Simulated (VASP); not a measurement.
**As: single point with LDA**

As:

```
As
1.0
    -3.08538    2.70423    1.41856
     2.70423   -3.08538    1.41856
     3.03548    3.03548   -2.11664
As
2
Cartesian
  2.5836 -2.9647 1.4186
  0.0004 2.6539 0.3602
```

| Property | Result |
| --- | --- |
| Program | VASP 6.6.1 |
| Task | single point |
| Functional | LDA |
| Potentials or basis | VASP PAW LDA potentials, release 64 (As) |
| Cutoff | 520 eV |
| k mesh | 16 × 16 × 10 |
| Occupations | fermi-dirac, width 0.1 eV |
| Spin | no spin polarisation |
| Dipole correction | no |
| Further INCAR settings | ALGO = Normal; EDIFF = 1e-06; NBANDS = 12 |

| Quantity | Value |
| --- | --- |
| Pressure | -7.3 GPa |
| Largest force | 0.624 eV/Å |
| Band gap on the k mesh | zero (bands 5 and 6 overlap by 7.20 eV) |

Forces on the atoms (eV/Å):
```
As  -0.442  0.442  0.000
As   0.442 -0.442  0.000
```

Stress tensor (GPa, compression positive):
```
-7.63 -0.77 -0.26
-0.77 -7.63 -0.26
-0.26 -0.26 -6.54
```

Levels at points of the mesh, in eV from the Fermi level:
```csv
k point,band 3,band 4,band 5,band 6,band 7,band 8
"(0.00, 0.00, 0.00)",-3.62,-3.40,1.73,3.62,3.85,5.40
"(0.50, 0.00, 0.00)",-4.08,-4.07,-1.91,-1.89,2.54,2.55
"(0.50, 0.50, 0.00)",-2.40,-0.87,-0.33,0.67,2.76,6.83
"(0.00, 0.00, 0.50)",-2.32,-2.32,0.01,0.01,4.81,4.81
"(0.50, 0.00, 0.50)",-5.14,-2.87,-1.17,0.49,2.19,3.71
"(0.50, 0.50, 0.50)",-5.68,-5.68,4.55,4.55,5.65,5.65
```

Wall time 100 s on 1 thread of Intel(R) Xeon(R) 6975P-C (Granite Rapids), on a shared host, peak memory 0.41 GiB.

Caveat: the cell stands under tension.
